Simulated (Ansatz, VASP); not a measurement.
## One calculation of VH2, two programs

INCAR

```
ALGO     = Normal         # electronic algorithm
EDIFF    = 1E-8           # SCF threshold, eV
ENCUT    = 520            # plane-wave cutoff, eV
ISIF     = 2              # what is computed and relaxed
ISMEAR   = -1             # smearing method
ISPIN    = 2              # spin polarisation
LASPH    = True           # aspherical terms in the spheres
LCHARG   = False          # write CHGCAR
LEFG     = True         
LMAXMIX  = 4              # l up to which the mixer works
LORBIT   = 11             # projections on sites
LREAL    = False          # projectors in reciprocal space
LWAVE    = False          # write WAVECAR
MAGMOM   = 1.5 0 0        # initial moments
NBANDS   = 18             # bands
NELM     = 150            # most SCF steps
PREC     = Accurate       # precision mode
SIGMA    = 0.05           # smearing width, eV
```

File KPOINTS:

```
k-points
0
Gamma
  11 11 11
```

Contents of POSCAR:

```
VH2
1.0
    0.0000000000      2.1355000000      2.1355000000
    2.1355000000      0.0000000000      2.1355000000
    2.1355000000      2.1355000000      0.0000000000
V H
1 2
Direct
    0.0187500000     -0.0062500000     -0.0062500000
    0.2312500000      0.2562500000      0.2562500000
    0.7500000000      0.7500000000      0.7500000000
```

Input for Ansatz:

```yaml
crystal:
  lattice:
    - [0.0, 2.1355, 2.1355]
    - [2.1355, 0.0, 2.1355]
    - [2.1355, 2.1355, 0.0]
  atoms:
    - { symbol: V, position: [0.01875, -0.00625, -0.00625], spin: 1.5 }
    - { symbol: H, position: [0.23125, 0.25625, 0.25625] }
    - { symbol: H, position: [0.75, 0.75, 0.75] }
magnetization:
  spin_polarized: true
kpoints:
  mp_grid: { grid: [11, 11, 11] }
scf:
  occupations: { method: fermi_dirac, width: 0.05 }
hamiltonian:
  xc: lda
  pseudopotentials: { kind: paw }
output:
  forces: true
  stress: true
  eigenvalues: true
  efg: { contact_densities: true }
  populations: true
  write_density: true
  write_potential: true
  elf: true
  volumetric_format: npy
```

Change from the starting cell: shortest bond scaled by 1.05, PAW files.

Alike in both runs: task electric field gradients; functional LDA; k mesh 11 × 11 × 11; occupations fermi-dirac, width 0.05 eV; collinear spin.

|  | VASP | Ansatz |
| --- | --- | --- |
| version | VASP 6.6.1 | Ansatz 0.2.0 |
| potentials or method | VASP PAW LDA potentials, release 64 (V_sv, H) | PAW with Ansatz's default frozen-core files, scalar-relativistic |
| plane-wave cutoff (eV) | 520 | 420 |
| valence electrons in the cell | 15 | 15 |

Ansatz gave:

* pressure (GPa): -15.8
* traceless stress, the component that is largest in VASP (GPa): 0.42
* rms of the force components (eV/Å): 0.218
* net moment per atom (μB): 0.00
* size of Vzz on the site where it differs most (V/Å²): 3.9

**Question.** Which values does VASP return?

**Answer.** Pressure (GPa): -15.6; traceless stress, the component that is largest in VASP (GPa): 0.43; rms of the force components (eV/Å): 0.220; net moment per atom (μB): 0.00; size of Vzz on the site where it differs most (V/Å²): 4.0.

LDA's correlation is that of Perdew and Zunger in VASP and of Perdew and Wang (1992) in Ansatz. Atom by atom the forces differ by 0.001 eV/Å (rms over components). Ansatz's warnings: seeded moment not kept.
